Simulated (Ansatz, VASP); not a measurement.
Two plane-wave programs on AlRu

```
CELL_PARAMETERS angstrom
2.98445 0.00000 0.00000
0.00000 2.98445 0.00000
0.00000 0.00000 2.98445
ATOMIC_POSITIONS crystal
Al 0.00000 0.00000 0.00000
Ru 0.50000 0.50000 0.50000
```

Alike in both runs: functional r2SCAN; k mesh 14 × 14 × 14; occupations fermi-dirac, width 0.15 eV; no spin polarisation.

Ansatz relaxed the structure, and its values are those at the end. VASP's run is a single point on that final structure, the one shown.

```csv
,VASP,Ansatz
version,VASP 6.6.1,Ansatz 0.2.0
potentials or method,"VASP PAW PBE potentials, release 64 (Al, Ru_pv), cutoff 520 eV","scalar-relativistic, plane waves, PAW"
valence electrons in the cell,17,19
```

|  | VASP | Ansatz | Ansatz less VASP |
| --- | --- | --- | --- |
| gap on the k mesh at the Fermi level (eV) | none | none | - |
| pressure (GPa) | 0.1 | 0.0 | -0.12 |

VASP's potentials were made for PBE, not for r2SCAN. A gap of «none» marks a metal or a gap that the smearing closes. The functional is the same, so the differences come from potentials, cutoffs and numerics. VASP's potentials hold 17 valence electrons a cell and Ansatz's 19, so a difference there can come from the potentials and not from the codes.
